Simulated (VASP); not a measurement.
Here is a VASP 6.6.1 calculation.

INCAR

```
  PREC = Accurate
  ENCUT = 520
  EDIFF = 1E-6
  ISMEAR = 0
  SIGMA = 0.1
  LREAL = F
  LASPH = T
  NELM = 60
  ALGO = Normal
  ISIF = 2
  LWAVE = F
  LCHARG = F
  GGA = PE
  NBANDS = 20
```

The input KPOINTS:

```
regular mesh
0
Gamma
  16 16 8
```

The input POSCAR:

```
TaAgC
1.0
    3.0229279323      0.0000000000      0.0000000000
    0.0000000000      3.0229279323      0.0000000000
    0.0000000000      0.0000000000      5.6998691364
Ta Ag C
1 1 1
Direct
    0.5000000000      0.5000000000      0.5000000000
    0.5000000000      0.5000000000      0.0000000000
    0.0000000000      0.0000000000      0.5000000000
```

Potentials or basis: VASP PAW PBE potentials, release 64 (Ta_pv, Ag, C).

The run is started by

```console
$ cat potpaw_PBE.64/Ta_pv/POTCAR potpaw_PBE.64/Ag/POTCAR potpaw_PBE.64/C/POTCAR > POTCAR
$ mpirun -np 1 vasp_std > vasp.out
```

Question: Predict the band gap on the k mesh.

Answer: Zero (band 13 reaches 5.38 eV, above the bottom of band 14 at 4.20 eV).

Question: Predict the pressure.

Answer: 0.2 GPa.

Stress tensor (GPa, compression positive):
```
 0.34  0.00  0.00
 0.00  0.34  0.00
 0.00  0.00 -0.01
```

Caveat: spin-orbit coupling is left out, which moves the levels of the heavy elements.
